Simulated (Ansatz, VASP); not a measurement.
Two plane-wave programs on Ir

File INCAR:

```
SYSTEM = Ir
PREC = Accurate
ENCUT = 520
EDIFF = 1E-6
ISMEAR = 0
SIGMA = 0.1
LREAL = .FALSE.
LASPH = .TRUE.
NELM = 80
ALGO = Normal
ISIF = 2
LWAVE = .FALSE.
LCHARG = .FALSE.
LDIPOL = .TRUE.
IDIPOL = 3
DIPOL = 0.5 0.5 0.439
GGA = PE
IVDW = 12
NBANDS = 66
```

File KPOINTS:

```
regular mesh
0
G
  4 4 1
  0 0 0
```

Contents of POSCAR:

```
Ir
1.0
    5.4313155574      0.0000000000      0.0000000000
   -2.7156577787      4.7036572487      0.0000000000
    0.0000000000      0.0000000000     23.2158505826
Ir
12
Direct
    0.3333333333      0.1666666667      0.3445921558
    0.3333333333      0.6666666667      0.3445921558
    0.8333333333      0.1666666667      0.3445921558
    0.8333333333      0.6666666667      0.3445921558
    0.6658196975      0.3316711672      0.4385645346
    0.6658514697      0.8341803025      0.4385645346
    0.1666666667      0.3333333333      0.4387370271
    0.1683288328      0.8341485303      0.4385645346
    0.0009155308      0.4990269157      0.5316825734
    0.0009730843      0.0018886151      0.5316825734
    0.4981113849      0.4990844692      0.5316825734
    0.5000000000      0.0000000000      0.5396652476
```

Input for Ansatz:

```yaml
crystal:
  lattice:
    - [5.4313155574, 0.0, 0.0]
    - [-2.7156577787, 4.7036572487, 0.0]
    - [0.0, 0.0, 23.2158505826]
  atoms:
    - { symbol: Ir, position: [0.3333333333, 0.1666666667, 0.3445921558] }
    - { symbol: Ir, position: [0.3333333333, 0.6666666667, 0.3445921558] }
    - { symbol: Ir, position: [0.8333333333, 0.1666666667, 0.3445921558] }
    - { symbol: Ir, position: [0.8333333333, 0.6666666667, 0.3445921558] }
    - { symbol: Ir, position: [0.6658196975, 0.3316711672, 0.4385645346] }
    - { symbol: Ir, position: [0.6658514697, 0.8341803025, 0.4385645346] }
    - { symbol: Ir, position: [0.1666666667, 0.3333333333, 0.4387370271] }
    - { symbol: Ir, position: [0.1683288328, 0.8341485303, 0.4385645346] }
    - { symbol: Ir, position: [0.0009155308, 0.4990269157, 0.5316825734] }
    - { symbol: Ir, position: [0.0009730843, 0.0018886151, 0.5316825734] }
    - { symbol: Ir, position: [0.4981113849, 0.4990844692, 0.5316825734] }
    - { symbol: Ir, position: [0.5, 0.0, 0.5396652476] }
basis:
  ecutwfc: 420
kpoints:
  mp_grid: { grid: [4, 4, 1] }
hamiltonian:
  xc: pbe
  dispersion: d3bj
scf:
  occupations: { method: gaussian, width: 0.1 }
output:
  forces: true
  eigenvalues: true
  write_density: true
  volumetric_format: npy
efield:
  axis: 3
  dipole_correction: true
  ramp_width: 0.04
```

Alike in both runs: task single point; functional PBE; dispersion D3(BJ); k mesh 4 × 4 × 1; occupations gaussian, width 0.1 eV; no spin polarisation.

|  | VASP | Ansatz |
| --- | --- | --- |
| version | VASP 6.6.1 | Ansatz 0.2.0 |
| potentials or method | VASP PAW PBE potentials, release 64 (Ir), cutoff 520 eV | scalar-relativistic, plane waves, PAW |
| valence electrons in the cell | 108 | 204 |

Ansatz gave:

```
gap on the k mesh at the Fermi level (eV) : none
rms of the force components (eV/Å)        : 0.279
```

What did VASP give for the same quantities?

gap on the k mesh at the Fermi level (eV): none; rms of the force components (eV/Å): 0.276.

Atom by atom the forces differ by 0.018 eV/Å (rms over components). A gap of «none» marks a metal or a gap that the smearing closes. VASP's potentials hold 108 valence electrons a cell and Ansatz's 204, so a difference there can come from the potentials and not from the codes.

Neither program's run includes spin-orbit coupling.
